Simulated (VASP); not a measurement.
A run of VASP 6.6.1 is set up as follows.

Contents of INCAR:

```
PREC     = Accurate       # precision mode
ENCUT    = 600            # plane-wave cutoff, eV
EDIFF    = 1E-7           # SCF threshold, eV
ISMEAR   = -1             # smearing method
SIGMA    = 0.05           # smearing width, eV
LREAL    = F              # projectors in reciprocal space
LASPH    = T              # aspherical terms in the spheres
NELM     = 80             # most SCF steps
ALGO     = Normal         # electronic algorithm
ISIF     = 3              # what is computed and relaxed
LWAVE    = F              # write WAVECAR
LCHARG   = F              # write CHGCAR
GGA      = B5             # functional
ALDAX    = 1.0          
AGGAX    = 1.0          
AGGAC    = 1.0          
ALDAC    = 0.0          
IVDW     = 12             # dispersion correction
IBRION   = 2              # ionic algorithm
NSW      = 60             # ionic steps
EDIFFG   = -0.01          # ionic threshold
VDW_S6   = 1.0          
VDW_S8   = 2.6996       
VDW_A1   = 0.4298       
VDW_A2   = 4.2359
```

KPOINTS

```
Automatic mesh
0
Gamma
  8 8 8
```

Contents of POSCAR:

```
InAs
1.0
    0.0000000000      2.8773040000      2.8773040000
    2.8773040000      0.0000000000      2.8773040000
    2.8773040000      2.8773040000      0.0000000000
In As
1 1
Direct
    0.5000000000      0.5000000000      0.5000000000
    0.0000000000      0.0000000000      0.0000000000
```

Potentials or basis: VASP PAW PBE potentials, release 64 (In_d, As).

The run is started by

```bash
$ cat potpaw_PBE.64/In_d/POTCAR potpaw_PBE.64/As/POTCAR > POTCAR
$ mpirun -np 1 vasp_std > vasp.out
```

(1) Predict the space group after relaxing (to 0.1 Å).

(2) What does it give for the relaxed cell?

(3) What does it give for the band gap on the k mesh?

## Answers

(1) Fm-3m (No. 225).

(2) a = 4.038 Å, b = 4.038 Å, c = 4.038 Å, α = 60.00°, β = 60.00°, γ = 60.00°.

(3) zero (bands 9 and 10 overlap by 2.61 eV).

Caveat: spin-orbit coupling is left out, which moves the levels of the heavy elements.
